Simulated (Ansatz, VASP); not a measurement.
## ZnS in VASP and in Ansatz

The input INCAR:

```
PREC = Accurate
ENCUT = 520
EDIFF = 1E-6
ISMEAR = 0
SIGMA = 0.05
LREAL = False
LASPH = True
NELM = 100
ALGO = Normal
ISIF = 2
LWAVE = False
LCHARG = False
GGA = PE
NBANDS = 26
```

Contents of KPOINTS:

```
regular mesh
0
Gamma
  12 12 6
```

Contents of POSCAR:

```
ZnS
1.0
    3.8109987816     -0.0190549939      0.0000000000
   -1.9220014996      3.3099492556      0.0000000000
    0.0000000000      0.0000000000      6.2340000000
Zn S
2 2
Direct
    0.3333333333      0.6666666667      0.0000000000
    0.6666666667      0.3333333333      0.5000000000
    0.3333333333      0.6666666667      0.3850000000
    0.6666666667      0.3333333333      0.8850000000
```

Input for Ansatz:

```yaml
crystal:
  lattice:
    - [3.8109987816, -0.0190549939, 0.0]
    - [-1.9220014996, 3.3099492556, 0.0]
    - [0.0, 0.0, 6.234]
  atoms:
    - { symbol: Zn, position: [0.3333333333, 0.6666666667, 0.0] }
    - { symbol: Zn, position: [0.6666666667, 0.3333333333, 0.5] }
    - { symbol: S, position: [0.3333333333, 0.6666666667, 0.385] }
    - { symbol: S, position: [0.6666666667, 0.3333333333, 0.885] }
basis:
  ecutwfc: 420
kpoints:
  mp_grid: { grid: [12, 12, 6] }
hamiltonian:
  xc: pbe
scf:
  occupations: { method: gaussian, width: 0.05 }
output:
  forces: true
  stress: true
  eigenvalues: true
```

Change from the starting cell: strain -0.0100 x Voigt [0, 0, 0, 0, 0, 1], atoms carried along.

Alike in both runs: task single point; functional PBE; k mesh 12 × 12 × 6; occupations gaussian, width 0.05 eV; no spin polarisation.

|  | VASP | Ansatz |
| --- | --- | --- |
| version | VASP 6.6.1 | Ansatz 0.2.0 |
| potentials or method | VASP PAW PBE potentials, release 64 (Zn, S), cutoff 520 eV | scalar-relativistic, plane waves, PAW |
| valence electrons in the cell | 36 | 36 |

Ansatz gave:

| Item | Value |
| --- | --- |
| gap on the k mesh at the Fermi level (eV) | 2.24 |
| least direct gap on the mesh (eV) | 2.24 |
| pressure (GPa) | 2.3 |
| traceless stress, the component that is largest in VASP (GPa) | -1.35 |
| rms of the force components (eV/Å) | 0.189 |

What did VASP give for the same quantities?

gap on the k mesh at the Fermi level (eV): 2.24; least direct gap on the mesh (eV): 2.24; pressure (GPa): 2.5; traceless stress, the component that is largest in VASP (GPa): -1.38; rms of the force components (eV/Å): 0.191.

Atom by atom the forces differ by 0.002 eV/Å (rms over components).
